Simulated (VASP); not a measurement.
Write the native input for VASP 6.6.1 that does the following.

* Task: single point
* Functional: PBE
* Potentials or basis: VASP PAW PBE potentials, release 64 (Sc_sv, Al, F)
* Cutoff: 520 eV
* k mesh: 8 × 8 × 8
* Occupations: gaussian, width 0.1 eV
* Spin: no spin polarisation
* Dipole correction: no
* Further INCAR settings: ALGO = Normal; EDIFF = 1e-06; NBANDS = 22

The structure of ScAl3F lies in POSCAR:

```
ScAl3F
1.0
    4.4007787463      0.0000000000      0.0000000000
    0.0000000000      4.4007787463      0.0000000000
    0.0000000000      0.0000000000      4.4007787463
Sc Al F
1 3 1
Direct
    0.0000000000      0.0000000000      0.0000000000
    0.5000000000      0.0000000000      0.5000000000
    0.5000000000      0.5000000000      0.0000000000
    0.0000000000      0.5000000000      0.5000000000
    0.5000000000      0.5000000000      0.5000000000
```

The cell was built from a structure type or drawn by symmetry, and may not be a known phase.

These files were run (other wordings do the same):

INCAR

```
  ALGO = Normal
  EDIFF = 1E-6
  ENCUT = 520
  GGA = PE
  ISIF = 2
  ISMEAR = 0
  LASPH = T
  LCHARG = F
  LREAL = F
  LWAVE = F
  NBANDS = 22
  NELM = 80
  PREC = Accurate
  SIGMA = 0.1
```

KPOINTS

```
k-points
0
Gamma
  8 8 8
```

Potentials or basis: VASP PAW PBE potentials, release 64 (Sc_sv, Al, F).

Run with:

```sh
$ cat potpaw_PBE.64/Sc_sv/POTCAR potpaw_PBE.64/Al/POTCAR potpaw_PBE.64/F/POTCAR > POTCAR
$ mpirun -np 1 vasp_std > vasp.out
```

It gave:

```
Pressure               : 0.0 GPa
Band gap on the k mesh : zero (an odd number of electrons rules out a gap without spin polarisation)
```

Caveat: an odd number of electrons without spin polarisation forces a metal; a magnetic or distorted state may lie lower.

It took 49 s on 1 thread of Intel(R) Xeon(R) Platinum 8488C (Sapphire Rapids) (shared host), peak memory 0.23 GiB.
